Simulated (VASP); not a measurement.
Set up this calculation in VASP 6.6.1, as the native input.

| Property | Result |
| --- | --- |
| Task | single point |
| Functional | r2SCAN |
| Potentials or basis | VASP PAW PBE potentials, release 64 (Si, C) |
| Cutoff | 520 eV |
| k mesh | 12 × 12 × 2 |
| Occupations | gaussian, width 0.05 eV |
| Spin | no spin polarisation |
| Dipole correction | no |
| Further INCAR settings | ALGO = Normal; EDIFF = 1e-07; NBANDS = 36 |

SiC:

```
Si C
1.0
     3.00773   -0.04184    0.01144
    -1.54010    2.77884    0.00849
     0.05614    0.08051   14.59739
Si C
6 6
Direct
  0.01147 0.02587 0.10189
  0.91415 0.95336 0.62253
  0.34587 0.63377 0.29686
  0.66979 0.29757 0.79609
  0.36716 0.71087 0.96205
  0.69353 0.32190 0.45998
  0.03402 0.01640 0.99619
  0.02402 0.01692 0.50671
  0.30999 0.68056 0.18036
  0.68532 0.32863 0.66481
  0.29120 0.68387 0.83913
  0.65348 0.33029 0.32340
```

This cell differs from its parent crystal: atoms moved at random and the cell strained at random.

One way to write it, as run:

POSCAR

```
SiC
1.0
    3.0077287752     -0.0418434555      0.0114397483
   -1.5401018831      2.7788398991      0.0084894206
    0.0561361638      0.0805133974     14.5973911522
Si C
6 6
Direct
    0.0114735165      0.0258726033      0.1018915920
   -0.0858546092     -0.0466361908      0.6225267299
    0.3458698769      0.6337697385      0.2968554831
    0.6697892671      0.2975661968      0.7960860276
    0.3671621003      0.7108667175      0.9620477471
    0.6935345152      0.3218981621      0.4599784150
    0.0340213133      0.0163951377      0.9961926791
    0.0240202613      0.0169161645      0.5067060672
    0.3099851848      0.6805585933      0.1803646686
    0.6853182618      0.3286330059      0.6648137509
    0.2912034381      0.6838723875      0.8391343399
    0.6534768739      0.3302874839      0.3234024993
```

INCAR.step1

```
SYSTEM = SiC
PREC = Accurate
ENCUT = 520
ISMEAR = 0
SIGMA = 0.05
LREAL = .False.
LASPH = .True.
NELM = 100
NBANDS = 36
GGA = PE
ALGO = Normal
EDIFF = 1E-4
LWAVE = .True.
LCHARG = .False.
```

INCAR.step2

```
SYSTEM = SiC
PREC = Accurate
ENCUT = 520
EDIFF = 1E-7
ISMEAR = 0
SIGMA = 0.05
LREAL = .False.
LASPH = .True.
NELM = 100
ALGO = Normal
ISIF = 2
LWAVE = .False.
LCHARG = .False.
METAGGA = R2SCAN
LMIXTAU = .True.
NBANDS = 36
ISTART = 1
```

KPOINTS

```
Automatic mesh
0
Gamma
  12 12 2
  0 0 0
```

Potentials or basis: VASP PAW PBE potentials, release 64 (Si, C).

Launch:

```console
$ cat potpaw_PBE.64/Si/POTCAR potpaw_PBE.64/C/POTCAR > POTCAR
$ cp INCAR.step1 INCAR
$ mpirun -np 1 vasp_std > vasp.out
$ cp INCAR.step2 INCAR
$ mpirun -np 1 vasp_std > vasp.out
```

Results of the run:

* Pressure: 17.3 GPa
* Largest force: 19.112 eV/Å
* Band gap on the k mesh: zero (bands 24 and 25 overlap by 0.93 eV)

Caveat: the cell differs from its parent crystal (atoms moved at random and the cell strained at random); the stress differs along the axes, from -6 to 40 GPa; the PAW data sets were made with another functional, which shifts forces and pressure a little.

It took 57 min on 1 thread of Oxide Virtual Turin-like Processor, with other jobs on the host, peak memory 0.54 GiB.
